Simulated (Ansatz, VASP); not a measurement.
## Ir in VASP and in Ansatz

```
Ir
1.0
     0.00000    1.88051    1.88051
     1.88051    0.00000    1.88051
     1.88051    1.88051    0.00000
Ir
1
Direct
  0.00000 0.00000 0.00000
```

Change from the starting cell: volume scaled by 0.94, PAW files.

Alike in both runs: task electric field gradients; functional PBEsol; k mesh 15 × 15 × 15; occupations fermi-dirac, width 0.05 eV; no spin polarisation.

```csv
,VASP,Ansatz
version,VASP 6.6.1,Ansatz 0.2.0
potentials or method,"VASP PAW PBE potentials, release 64 (Ir)","PAW with Ansatz's default frozen-core files, scalar-relativistic"
plane-wave cutoff (eV),400,420
valence electrons in the cell,9,17
```

```tsv
	VASP	Ansatz	Ansatz less VASP
pressure (GPa)	25.8	24.2	-1.58
```

VASP's potentials were made for PBE, not for PBEsol. VASP's potentials hold 9 valence electrons a cell and Ansatz's 17, so a difference there can come from the potentials and not from the codes.

Neither program's run includes spin-orbit coupling.
